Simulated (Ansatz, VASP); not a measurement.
InP: VASP beside Ansatz

The input POSCAR:

```
InP
1.0
    0.0000000000      2.9833255112      2.9833255112
    2.9833255112      0.0000000000      2.9833255112
    2.9833255112      2.9833255112      0.0000000000
In P
1 1
Direct
    0.0000000000      0.0000000000      0.0000000000
    0.2500000000      0.2500000000      0.2500000000
```

Contents of INCAR.step1:

```
SYSTEM = InP
  PREC = Accurate
  ENCUT = 520
  EDIFF = 1E-5
  ISMEAR = 0
  SIGMA = 0.01
  LREAL = .False.
  LASPH = .True.
  NELM = 60
  ALGO = Normal
  ISIF = 2
  LWAVE = .True.
  LCHARG = .False.
  NBANDS = 16
  GGA = PE
```

INCAR.step2

```
SYSTEM = InP
  PREC = Accurate
  ENCUT = 520
  EDIFF = 1E-6
  ISMEAR = 0
  SIGMA = 0.01
  LREAL = .False.
  LASPH = .True.
  NELM = 60
  ALGO = Normal
  ISIF = 2
  LWAVE = .False.
  LCHARG = .False.
  GGA = PE
  LHFCALC = .True.
  HFSCREEN = 0.2079
  PRECFOCK = Normal
  NBANDS = 16
  ISTART = 1
```

File KPOINTS:

```
Automatic mesh
0
Gamma
  6 6 6
  0 0 0
```

Input for Ansatz:

```yaml
crystal:
  lattice:
    - [0.0, 2.9833255112, 2.9833255112]
    - [2.9833255112, 0.0, 2.9833255112]
    - [2.9833255112, 2.9833255112, 0.0]
  atoms:
    - { symbol: In, position: [0.0, 0.0, 0.0] }
    - { symbol: P, position: [0.25, 0.25, 0.25] }
kpoints:
  mp_grid: { grid: [6, 6, 6] }
  band_path:
    path:
      - [0.0, 0.0, 0.0]
      - [-0.5, -0.5, 0.0]
      - [-0.375, -0.375, 0.25]
      - [-0.375, 0.0, 0.375]
      - [0.0, 0.0, 0.5]
      - [-0.5, -0.25, 0.25]
    npoints: 1
hamiltonian:
  xc: hse06
scf:
  occupations: { method: fixed }
  n_extra_bands: 4
output:
  forces: true
  stress: true
  eigenvalues: true
```

Change from the starting cell: hydrostatic strain +1.0%.

Alike in both runs: task single point; functional HSE06; k mesh 6 × 6 × 6; no spin polarisation.

|  | VASP | Ansatz |
| --- | --- | --- |
| version | VASP 6.6.1 | Ansatz 0.2.0 |
| potentials or method | VASP PAW PBE potentials, release 64 (In_d, P) | plane waves, PAW |
| plane-wave cutoff (eV) | 520 | 420 |
| occupations | gaussian, width 0.01 eV | fixed |
| valence electrons in the cell | 18 | 18 |

|  | VASP | Ansatz | Ansatz less VASP |
| --- | --- | --- | --- |
| gap on the k mesh at the Fermi level (eV) | 1.17 | 1.17 | +0.004 |
| pressure (GPa) | -2.3 | -2.1 | +0.15 |

Ansatz's warnings: stress exchange threshold loose, stress scf threshold loose.
